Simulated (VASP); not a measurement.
Set up this calculation in VASP 6.6.1, as the native input.

| Quantity | Value |
| --- | --- |
| Task | single point |
| Functional | PBEsol |
| Potentials or basis | VASP PAW PBE potentials, release 64 (Hf_pv, O) |
| Cutoff | 520 eV |
| k mesh | 9 × 9 × 9 |
| Occupations | fermi-dirac, width 0.05 eV |
| Spin | non-collinear spin, zero start, spin-orbit coupling |
| Starting moments | [[0.0, 0.0, 0.0], [0.0, 0.0, 0.0], [0.0, 0.0, 0.0]] μB |
| Dipole correction | no |
| Further INCAR settings | ALGO = Normal; EDIFF = 1e-06; NBANDS = 35 |

The structure of HfO2 lies in POSCAR:

```
HfO2
1.0
    0.0000000000      2.5229349520      2.5229349520
    2.5229349520      0.0000000000      2.5229349520
    2.5229349520      2.5229349520      0.0000000000
Hf O
1 2
Direct
    0.0000000000      0.0000000000      0.0000000000
    0.7500000000      0.7500000000      0.7500000000
    0.2500000000      0.2500000000      0.2500000000
```

These files were run (other wordings do the same):

INCAR

```
ALGO     = Normal         # electronic algorithm
EDIFF    = 1E-6           # SCF threshold, eV
ENCUT    = 520            # plane-wave cutoff, eV
GGA      = PS             # functional
GGA_COMPAT= F            
ISIF     = 2              # what is computed and relaxed
ISMEAR   = -1             # smearing method
LASPH    = T              # aspherical terms in the spheres
LCHARG   = T              # write CHGCAR
LMAXMIX  = 4              # l up to which the mixer works
LNONCOLLINEAR= T              # non-collinear magnetism
LORBIT   = 11             # projections on sites
LORBMOM  = T            
LREAL    = F              # projectors in reciprocal space
LSORBIT  = T              # spin-orbit coupling
LVHAR    = T            
LWAVE    = F              # write WAVECAR
MAGMOM   = 0 0 0 0 0 0 0 0 0 # initial moments
NBANDS   = 35             # bands
NELM     = 150            # most SCF steps
PREC     = Accurate       # precision mode
SIGMA    = 0.05           # smearing width, eV
```

KPOINTS

```
k-points
0
Gamma
  9 9 9
```

Potentials or basis: VASP PAW PBE potentials, release 64 (Hf_pv, O).

Run with:

```bash
$ cat potpaw_PBE.64/Hf_pv/POTCAR potpaw_PBE.64/O/POTCAR > POTCAR
$ mpirun -np 1 vasp_ncl > vasp.out
```

It gave:

```
Pressure                                              : -3.9 GPa
Net moment                                            : 0.00 μB per cell
Valence electrons inside the program's atomic spheres : Hf 8.36; O 5.09
```

Caveat: the PAW data sets were made with another functional, which shifts forces and pressure a little.

Wall time 3.3 min on 1 thread of AMD EPYC 7571 (shared host), peak memory 0.24 GiB.
